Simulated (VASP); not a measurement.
# BeHN2 (P4/mmm) in VASP: a series of runs

BeHN2 is run at these levels: PBE; tasks: single point, relaxation of cell and atoms.

Everything below comes from runs of VASP 6.6.1. Logs are shortened: lines on timing, memory, paths and dates and some standing lists are left out, and cuts for length are marked.

### 1 The cell of the first run

The structure is tetragonal, space group P4/mmm (No. 123). Conventional cell: a = 2.572 Å, b = 2.572 Å, c = 3.584 Å, α = 90.00°, β = 90.00°, γ = 90.00°. Within 2.4 Å of Be (site symmetry 4/mmm) lie 6 N at 1.79 to 1.82 Å. H (site symmetry 4/mmm) has 6 N at 1.79 to 1.82 Å within 2.4 Å. Within 2.4 Å of N (site symmetry 4/mmm) lie 2 H at 1.79 Å and 4 Be at 1.82 Å. N (site symmetry 4/mmm) has 2 Be at 1.79 Å and 4 H at 1.82 Å within 2.4 Å.

The cell was generated, and may not be a known phase.

### 2 Single point, PBE

File INCAR:

```
  PREC = Accurate
  ENCUT = 520
  EDIFF = 1E-6
  ISMEAR = 0
  SIGMA = 0.1
  LREAL = False
  LASPH = True
  NELM = 100
  ALGO = Fast
  ISIF = 2
  LWAVE = False
  LCHARG = True
  GGA = PE
  LELF = True
  LVHAR = True
  NBANDS = 14
```

File KPOINTS:

```
regular mesh
0
Gamma
  18 18 14
```

File POSCAR:

```
BeHN2
1.0
    2.5724972133      0.0000000000      0.0000000000
    0.0000000000      2.5724972133      0.0000000000
    0.0000000000      0.0000000000      3.5838025670
Be H N
1 1 2
Direct
    0.5000000000      0.5000000000      0.5000000000
    0.0000000000      0.0000000000      0.0000000000
    0.0000000000      0.0000000000      0.5000000000
    0.5000000000      0.5000000000      0.0000000000
```

Potentials or basis: VASP PAW PBE potentials, release 64 (Be, H, N).

The run is started by

```
> cat potpaw_PBE.64/Be/POTCAR potpaw_PBE.64/H/POTCAR potpaw_PBE.64/N/POTCAR > POTCAR
> mpirun -np 1 vasp_std > vasp.out
```

OUTCAR:

```text
PREC = Accurate
   ENCUT = 520
   EDIFF = 1E-6
   ISMEAR = 0
   LREAL = False
   LASPH = True
   NELM = 100
   ISIF = 2
   GGA = PE

 ion  position               nearest neighbor table
   1  0.500  0.500  0.500-   4 1.79   4 1.79   3 1.82   3 1.82   3 1.82   3 1.82
   2  0.000  0.000  0.000-
   3  0.000  0.000  0.500-   1 1.82   1 1.82   1 1.82   1 1.82
   4  0.500  0.500  0.000-   1 1.79   1 1.79

  LATTYP: Found a simple tetragonal cell.
 ALAT       =     2.5724972133
 C/A-ratio  =     1.3931220405

  Lattice vectors:

 A1 = (   2.5724972133,   0.0000000000,   0.0000000000)
 A2 = (   0.0000000000,   2.5724972133,   0.0000000000)
 A3 = (   0.0000000000,   0.0000000000,   3.5838025670)

Analysis of symmetry for initial positions (statically):
=====================================================================
 Subroutine PRICEL returns:
 Original cell was already a primitive cell.

 Routine SETGRP: Setting up the symmetry group for a
 simple tetragonal supercell.

 Subroutine GETGRP returns: Found 16 space group operations
 (whereof 16 operations were pure point group operations)
 out of a pool of 16 trial point group operations.

The static configuration has the point symmetry D_4h.

Analysis of symmetry for dynamics (positions and initial velocities):
=====================================================================
 Subroutine PRICEL returns:
 Original cell was already a primitive cell.

 Routine SETGRP: Setting up the symmetry group for a
 simple tetragonal supercell.

 Subroutine GETGRP returns: Found 16 space group operations
 (whereof 16 operations were pure point group operations)
 out of a pool of 16 trial point group operations.

The dynamic configuration has the point symmetry D_4h.

 Subroutine INISYM returns: Found 16 space group operations
 (whereof 16 operations are pure point group operations),
 and found     1 'primitive' translations

----------------------------------------------------------------------------------------

                                     Primitive cell

  volume of cell :      23.7167

  direct lattice vectors                    reciprocal lattice vectors
     2.572497213  0.000000000  0.000000000     0.388727340  0.000000000  0.000000000
     0.000000000  2.572497213  0.000000000     0.000000000  0.388727340  0.000000000
     0.000000000  0.000000000  3.583802567     0.000000000  0.000000000  0.279033228

  length of vectors
     2.572497213  2.572497213  3.583802567     0.388727340  0.388727340  0.279033228

  position of ions in fractional coordinates (direct lattice)
     0.500000000  0.500000000  0.500000000
     0.000000000  0.000000000  0.000000000
     0.000000000  0.000000000  0.500000000
     0.500000000  0.500000000  0.000000000

  ion indices of the primitive-cell ions
   primitive index   ion index
                 1           1
                 2           2
                 3           3
                 4           4

----------------------------------------------------------------------------------------

 KPOINTS: regular mesh

Automatic generation of k-mesh.
 Grid dimensions read from file:
 generate k-points for:   18   18   14

 Generating k-lattice:

  Cartesian coordinates                     Fractional coordinates (reciprocal lattice)
     0.021595963  0.000000000  0.000000000     0.055555556  0.000000000  0.000000000
     0.000000000  0.021595963  0.000000000     0.000000000  0.055555556  0.000000000
     0.000000000  0.000000000  0.019930945     0.000000000  0.000000000  0.071428571

  Length of vectors
     0.021595963  0.021595963  0.019930945

  Shift w.r.t. Gamma in fractional coordinates (k-lattice)
     0.000000000  0.000000000  0.000000000

 Subroutine IBZKPT returns following result:
 ===========================================

 Found    440 irreducible k-points:

 Following reciprocal coordinates:
            Coordinates               Weight
  0.000000  0.000000  0.000000      1.000000
  0.055556  0.000000  0.000000      4.000000
  0.111111  0.000000  0.000000      4.000000
  0.166667  0.000000  0.000000      4.000000
  0.222222  0.000000  0.000000      4.000000
  0.277778  0.000000  0.000000      4.000000
[... 16 lines left out ...]
  0.277778  0.111111  0.000000      8.000000
  0.333333  0.111111  0.000000      8.000000
 [... further k-points ...]
   k-points           NKPTS =    440   k-points in BZ     NKDIM =    440   number of bands    NBANDS=     14
   number of dos      NEDOS =    301   number of ions     NIONS =      4
   total plane-waves  NPLWV =  11200
   dimension x,y,z NGX =    20 NGY =   20 NGZ =   28
   dimension x,y,z NGXF=    40 NGYF=   40 NGZF=   56
   ions per type =               1   1   2
   NGX,Y,Z   is equivalent  to a cutoff of  12.92, 12.92, 12.99 a.u.
   NGXF,Y,Z  is equivalent  to a cutoff of  25.85, 25.85, 25.98 a.u.
 SYSTEM =  unknown system
   PREC   = accura    normal or accurate (medium, high low for compatibility)
   ISTART =      0    job   : 0-new  1-cont  2-samecut
   ICHARG =      2    charge: 1-file 2-atom 10-const
   ISPIN  =      1    spin polarized calculation?
   LNONCOLLINEAR =      F non collinear calculations
   LSORBIT =      F    spin-orbit coupling
   LASPH  =      T    aspherical Exc in radial PAW
   ENCUT  =  520.0 eV  38.22 Ry    6.18 a.u.   4.78  4.78  6.66*2*pi/ulx,y,z
   NELM   =    100;   NELMIN=  2; NELMDL= -5     # of ELM steps
   EDIFF  = 0.1E-05   stopping-criterion for ELM
   LREAL  =      F    real-space projection
   EDIFFG = 0.1E-04   stopping-criterion for IOM
   NSW    =      0    number of steps for IOM
   IBRION =     -1    ionic relax: 0-MD 1-quasi-New 2-CG
   NFREE  =      0    steps in history (QN), initial steepest desc. (CG)
   ISIF   =      2    stress and relaxation
   ISYM   =      2    0-nonsym 1-usesym 2-fastsym
   POTIM  = 0.5000    time-step for ionic-motion
   TEBEG  =    0.0;   TEEND  =   0.0 temperature during run
   PSTRESS=    0.0 pullay stress
   NELECT =      13.0000    total number of electrons
   NUPDOWN=      -1.0000    fix difference up-down
   EMIN   =  10.00;   EMAX   =-10.00  energy-range for DOS
   EFERMI =   0.00;   METHOD = LEGACY
   ISMEAR =     0;   SIGMA  =   0.10  broadening in eV -4-tet -1-fermi 0-gaus
   EFERMI_NEDOS =   21; number of points for ismear=-14 and -15
   IALGO  =     68    algorithm
   IMIX   =      4    mixing-type and parameters
     AMIX     =   0.40;   BMIX     =  1.00
     AMIX_MAG =   1.60;   BMIX_MAG =  1.00
  volume/ion in A,a.u.               =       5.93        40.01
  Fermi-wavevector in a.u.,A,eV,Ry     =   1.339794  2.531843 24.423105  1.795048
  Thomas-Fermi vector in A             =   2.468158
   LORBIT       =      0    0 simple, 1 ext, 2 COOP (PROOUT), +10 PAW based schemes
   GGA     = PE    functional components
   LHFCALC =     F    Hartree Fock is set to
   AEXX    =    0.0000 exact exchange contribution
   IVDW    =     0    specifies the selected vdW correction
   LEPSILON=     F    determine dielectric tensor
   LRPA    =     F    only Hartree local field effects (RPA)
 non-spin polarized calculation
 RMM-DIIS sequential band-by-band and
 Gauss-broadening in eV      SIGMA  =   0.10
  energy-cutoff  :      520.00
  volume of cell :       23.72
 maximum number of plane-waves:       656
 NGX is ok and might be reduce to    20
   NGX =  9   NGY =  9   NGZ = 13

 number of electron      13.0000001 magnetization

 Free energy of the ion-electron system (eV)
  ---------------------------------------------------
  ext. energy  EPLUGINS =         0.00000000
  ---------------------------------------------------
  free energy    TOTEN  =       -18.78369346 eV

  energy without entropy =      -18.77559380  energy(sigma->0) =      -18.77964363

 E-fermi :   5.1406     XC(G=0): -12.0070

 val. band max:        5.1365444607   @ k =   0.4444   0.2778   0.2143
 cond. band min:       5.1405898636   @ k =   0.4444   0.0556   0.2143
 fundamental gap:      0.0040454028
 Fermi energy:         5.1405629397

 k-point     1 :       0.0000    0.0000    0.0000
  band No.  band energies     occupation
      1     -12.7342      2.00000
      2      -6.8581      2.00000
      3      -1.4618      2.00000
      4       3.4222      2.00000
      5       3.4222      2.00000
      6       6.7528      0.00000
      7       6.8328      0.00000
      8       6.8328      0.00000
      9       7.4848      0.00000
     10      17.2652      0.00000
     11      17.7654      0.00000
     12      23.8828      0.00000
     13      24.0513      0.00000
     14      24.0513      0.00000

 k-point     2 :       0.0556    0.0000    0.0000
  band No.  band energies     occupation
      1     -12.6843      2.00000
      2      -6.8535      2.00000
      3      -1.4110      2.00000
      4       3.1567      2.00000
      5       3.4644      2.00000
      6       6.4220      0.00000
      7       6.6963      0.00000
      8       6.8368      0.00000
      9       7.9302      0.00000
     10      17.3251      0.00000
     11      17.9604      0.00000
     12      23.7917      0.00000
     13      23.8030      0.00000
     14      24.0011      0.00000
[... 343 lines left out ...]
      1     -11.3249      2.00000
      2      -7.0023      2.00000
      3      -0.0663      2.00000
      4       0.3284      2.00000
      5       2.9237      2.00000
      6       3.9599      2.00000
      7       5.2980      0.02595
      8       6.2727      0.00000
      9      10.5698      0.00000
     10      18.2527      0.00000
     11      19.3787      0.00000
     12      21.3774      0.00000
     13      21.8234      0.00000
     14      23.3305      0.00000

 k-point    24 :       0.3333    0.1111    0.0000
  band No.  band energies     occupation
      1     -10.8210      2.00000
      2      -7.2767      2.00000
      3      -0.0780      2.00000
      4       0.4125      2.00000
      5       2.3568      2.00000
      6       4.0716      2.00000
      7       4.7783      2.00000
      8       6.1731      0.00000
      9      10.8505      0.00000
     10      18.2525      0.00000
     11      18.7274      0.00000
     12      21.3983      0.00000
     13      21.9062      0.00000
     14      23.0326      0.00000

 [... further k-points ...]

------------------------ aborting loop because EDIFF is reached ----------------------------------------

  FORCE on cell =-STRESS in cart. coord.  units (eV):
  Direction    XX          YY          ZZ          XY          YZ          ZX
  --------------------------------------------------------------------------------------
  -------------------------------------------------------------------------------------
  Total       -0.0021957     -0.0021957     -0.0021640      0.0000000      0.0000000     -0.0000000
  in kB       -0.1483288     -0.1483288     -0.1461910      0.0000000      0.0000000     -0.0000000
  external PRESSURE =      -0.1476162 kB  Pullay stress =       0.0000000 kB

 VOLUME and BASIS-vectors are now :
 -----------------------------------------------------------------------------
  energy-cutoff  :      520.00
  volume of cell :       23.72
      direct lattice vectors                 reciprocal lattice vectors
     2.572497213  0.000000000  0.000000000     0.388727340  0.000000000  0.000000000
     0.000000000  2.572497213  0.000000000     0.000000000  0.388727340  0.000000000
     0.000000000  0.000000000  3.583802567     0.000000000  0.000000000  0.279033228

 POSITION                                       TOTAL-FORCE (eV/Angst)
 -----------------------------------------------------------------------------------
      1.28625      1.28625      1.79190         0.000000      0.000000      0.000000
      0.00000      0.00000      0.00000         0.000000      0.000000      0.000000
      0.00000      0.00000      1.79190         0.000000      0.000000      0.000000
      1.28625      1.28625      0.00000         0.000000      0.000000      0.000000
 -----------------------------------------------------------------------------------
    total drift:                                0.000000     -0.000000     -0.000000

  FREE ENERGIE OF THE ION-ELECTRON SYSTEM (eV)
  ---------------------------------------------------
  free  energy   TOTEN  =       -18.7836934593 eV

  energy  without entropy=      -18.7755938048  energy(sigma->0) =      -18.77964363
```

Run time: 2.2 min. Hardware: 1 thread of Oxide Virtual Turin-like, shared host; peak memory 0.21 GiB.

Results:

```
Free energy            : -18.7837 eV
Pressure               : 0.0 GPa
Band gap on the k mesh : zero (an odd number of electrons rules out a gap without spin polarisation)
```

Levels at points of the mesh, in eV from the Fermi level:
| k point | band 4 | band 5 | band 6 | band 7 | band 8 | band 9 |
| --- | --- | --- | --- | --- | --- | --- |
| (0.00, 0.00, 0.00) | -1.72 | -1.72 | 1.61 | 1.69 | 1.69 | 2.34 |
| (0.50, 0.00, 0.00) | -4.28 | -3.64 | -1.77 | 0.70 | 0.93 | 6.39 |
| (0.50, 0.50, 0.00) | -6.76 | -2.58 | -1.16 | -1.16 | -0.55 | 0.79 |
| (0.00, 0.00, 0.50) | -1.90 | -0.76 | -0.76 | 0.41 | 0.41 | 4.99 |
| (0.50, 0.00, 0.50) | -7.21 | 0.62 | 0.77 | 1.14 | 1.49 | 8.46 |
| (0.50, 0.50, 0.50) | -5.50 | -4.22 | -3.47 | -3.47 | -2.46 | 5.85 |

### 3 Relaxation of cell and atoms, PBE

File INCAR:

```
SYSTEM = BeHN2
PREC = Accurate
ENCUT = 600
EDIFF = 1E-6
ISMEAR = 0
SIGMA = 0.1
LREAL = .FALSE.
LASPH = .TRUE.
NELM = 100
ALGO = Fast
ISIF = 3
LWAVE = .FALSE.
LCHARG = .FALSE.
GGA = PE
IBRION = 2
NSW = 100
EDIFFG = -0.01
```

File KPOINTS:

```
regular mesh
0
G
  18 18 14
  0 0 0
```

File POSCAR:

```
BeHN2
1.0
    2.5763148173      0.0000000000      0.0000000000
    0.0000000000      2.5763148173      0.0000000000
    0.0000000000      0.0000000000      3.5776887393
Be H N
1 1 2
Direct
    0.5000000000      0.5000000000      0.5000000000
    0.0000000000      0.0000000000      0.0000000000
    0.0000000000      0.0000000000      0.5000000000
    0.5000000000      0.5000000000      0.0000000000
```

Potentials or basis: VASP PAW PBE potentials, release 64 (Be, H, N).

The run is started by

```
> cat potpaw_PBE.64/Be/POTCAR potpaw_PBE.64/H/POTCAR potpaw_PBE.64/N/POTCAR > POTCAR
> mpirun -np 1 vasp_std > vasp.out
```

Wall time 2.3 min (1 thread of Oxide Virtual Turin-like, shared host); peak memory 0.23 GiB.

It converged, with:

```yaml
Free_energy: -18.7862 eV
Relaxed_volume: 5.92 Å³/atom
Relaxed_cell: a = 2.574 Å, b = 2.574 Å, c = 3.576 Å, α = 90.00°, β = 90.00°, γ = 90.00°
Space_group_after_relaxing_to_0.1_Å: P4/mmm (No. 123)
Energy_gained_by_relaxing: 0.0 meV/atom
Ionic_steps: 2
Pressure_after_relaxing: 0.0 GPa
Band_gap_on_the_k_mesh: zero (an odd number of electrons rules out a gap without spin polarisation)
```

Stress tensor (GPa, compression positive):
```
-0.10  0.00  0.00
 0.00 -0.10  0.00
 0.00  0.00  0.17
```

Final structure:
```
Be H N
1.0
     2.57405    0.00000    0.00000
     0.00000    2.57405    0.00000
     0.00000    0.00000    3.57644
Be H N
1 1 2
Direct
  0.50000 0.50000 0.50000
  0.00000 0.00000 0.00000
  0.00000 0.00000 0.50000
  0.50000 0.50000 0.00000
```

Levels at points of the mesh, in eV from the Fermi level:
```
           k point  band 2  band 3  band 4  band 5  band 6  band 7  band 8  band 9  band 10
(0.00, 0.00, 0.00)  -11.98   -6.60   -1.74   -1.74    1.60    1.70    1.70    2.33    12.13
(0.50, 0.00, 0.00)  -13.89   -5.19   -4.27   -3.66   -1.77    0.69    0.91    6.36    12.42
(0.50, 0.50, 0.00)  -12.12   -6.77   -6.77   -2.60   -1.13   -1.13   -0.55    0.80    10.27
(0.00, 0.00, 0.50)  -15.60   -2.20   -1.90   -0.76   -0.76    0.40    0.40    5.03    14.24
(0.50, 0.00, 0.50)  -13.64   -8.41   -7.22    0.63    0.77    1.13    1.50    8.47    10.59
(0.50, 0.50, 0.50)  -11.87   -5.49   -5.49   -4.25   -3.48   -3.48   -2.48    5.89    13.63
```
